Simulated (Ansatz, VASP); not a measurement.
**Two plane-wave programs on Si2C**

```
CELL_PARAMETERS angstrom
2.86507 0.00000 0.00000
-1.43253 2.48122 0.00000
0.00000 0.00000 4.88018
ATOMIC_POSITIONS crystal
Si 0.00000 0.00000 0.75239
Si 0.00000 0.00000 0.24761
C 0.33333 0.66667 0.00000
```

Change from the starting cell: ordered vacancies on the anion sites of tungsten carbide (P-6m2, No. 187).

Alike in both runs: task relaxation of cell and atoms; functional PBE; k mesh 18 × 18 × 10; occupations gaussian, width 0.1 eV; no spin polarisation.

|  | VASP | Ansatz |
| --- | --- | --- |
| version | VASP 6.6.1 | Ansatz 0.2.0 |
| potentials or method | VASP PAW PBE potentials, release 64 (Si, C), cutoff 600 eV | scalar-relativistic, plane waves, PAW |
| valence electrons in the cell | 12 | 12 |

```tsv
	VASP	Ansatz	Ansatz less VASP
gap on the k mesh at the Fermi level, each at its own relaxed structure (eV)	none	none	-
relaxed volume (Å³/atom)	11.63	11.63	+0.002
relaxed length of the cell vector where the two differ most in proportion (Å)	4.843	4.845	+0.0021
```

A gap of «none» marks a metal or a gap that the smearing closes.
